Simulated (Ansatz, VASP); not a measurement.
# Hf: VASP beside Ansatz

INCAR

```
ALGO = Normal ; EDIFF = 1E-7
EDIFFG = -0.01 ; ENCUT = 600
GGA = PS ; IBRION = 2
ISIF = 3 ; ISMEAR = 0
LASPH = T ; LCHARG = F
LREAL = F ; LWAVE = F
NELM = 80 ; NSW = 80
PREC = Accurate ; SIGMA = 0.1
```

File KPOINTS:

```
k-points
0
Gamma
  16 16 16
```

POSCAR

```
Hf
1.0
    0.0000000000      2.1584285596      2.1584285596
    2.1584285596      0.0000000000      2.1584285596
    2.1584285596      2.1584285596      0.0000000000
Hf
1
Direct
    0.0000000000      0.0000000000      0.0000000000
```

Input for Ansatz:

```yaml
crystal:
  lattice:
    - [0.0, 2.1584285596, 2.1584285596]
    - [2.1584285596, 0.0, 2.1584285596]
    - [2.1584285596, 2.1584285596, 0.0]
  atoms:
    - { symbol: Hf, position: [0.0, 0.0, 0.0] }
basis:
  ecutwfc: 420
kpoints:
  mp_grid: { grid: [16, 16, 16] }
hamiltonian:
  xc: pbesol
scf:
  occupations: { method: gaussian, width: 0.1 }
output:
  forces: true
  stress: true
  eigenvalues: true
relax:
  adjacent_minimum: "off"
  f_tol: 0.01
  max_steps: 60
  cell: { stress_tol: 0.1 }
```

Alike in both runs: task relaxation of cell and atoms; functional PBEsol; k mesh 16 × 16 × 16; occupations gaussian, width 0.1 eV; no spin polarisation.

|  | VASP | Ansatz |
| --- | --- | --- |
| version | VASP 6.6.1 | Ansatz 0.2.0 |
| potentials or method | VASP PAW PBE potentials, release 64 (Hf_pv), cutoff 600 eV | scalar-relativistic, plane waves, PAW |
| valence electrons in the cell | 10 | 26 |

VASP gave:

```
gap on the k mesh at the Fermi level, each at its own relaxed structure (eV) : none
relaxed volume (Å³/atom)                                                     : 21.47
relaxed cell length with the largest relative difference (Å)                 : 3.120
```

What did Ansatz give for the same quantities?

gap on the k mesh at the Fermi level, each at its own relaxed structure (eV): none; relaxed volume (Å³/atom): 21.56; relaxed cell length with the largest relative difference (Å): 3.124.

VASP's potentials were made for PBE, not for PBEsol. A gap of «none» marks a metal or a gap that the smearing closes. VASP's potentials hold 10 valence electrons a cell and Ansatz's 26, so a difference there can come from the potentials and not from the codes.

Spin-orbit coupling is off throughout.
